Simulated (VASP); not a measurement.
# Ge: single point with PBE

The system is Ge.

```
Ge
1.0
     0.00000    2.85159    2.85159
     2.85159    0.00000    2.85159
     2.85159    2.85159    0.00000
Ge
2
Cartesian
  0.0000 0.0000 0.0000
  1.4258 1.4258 1.4258
```

This cell differs from its parent crystal: volume changed by -3%.

```
Program                : VASP 6.6.1
Task                   : single point
Functional             : PBE
Potentials or basis    : VASP PAW PBE potentials, release 64 (Ge_d)
Cutoff                 : 520 eV
k mesh                 : 6 × 6 × 6
Occupations            : fermi-dirac, width 0.02 eV
Spin                   : no spin polarisation
Dipole correction      : no
Further INCAR settings : ALGO = Normal; EDIFF = 1e-07; NBANDS = 21
```

| Item | Value |
| --- | --- |
| Pressure | 1.9 GPa |
| Band gap on the k mesh | zero (filled and empty bands touch) |

Levels at points of the mesh, in eV from the Fermi level:
| k point | band 10 | band 11 | band 12 | band 13 | band 14 | band 15 | band 16 | band 17 | band 18 | band 19 |
| --- | --- | --- | --- | --- | --- | --- | --- | --- | --- | --- |
| (0.00, 0.00, 0.00) | -24.55 | -12.61 | -0.19 | -0.01 | -0.01 | -0.01 | 2.53 | 2.53 | 2.53 | 6.36 |
| (0.50, 0.00, 0.00) | -24.52 | -10.57 | -7.50 | -1.38 | -1.38 | 0.10 | 3.72 | 3.72 | 7.11 | 10.41 |
| (0.50, 0.50, 0.00) | -24.51 | -8.81 | -8.81 | -3.01 | -3.01 | 0.77 | 0.77 | 9.30 | 9.30 | 11.36 |

It took 22 s on 1 thread of AMD EPYC 7R13, with other jobs on the host, peak memory 0.13 GiB.
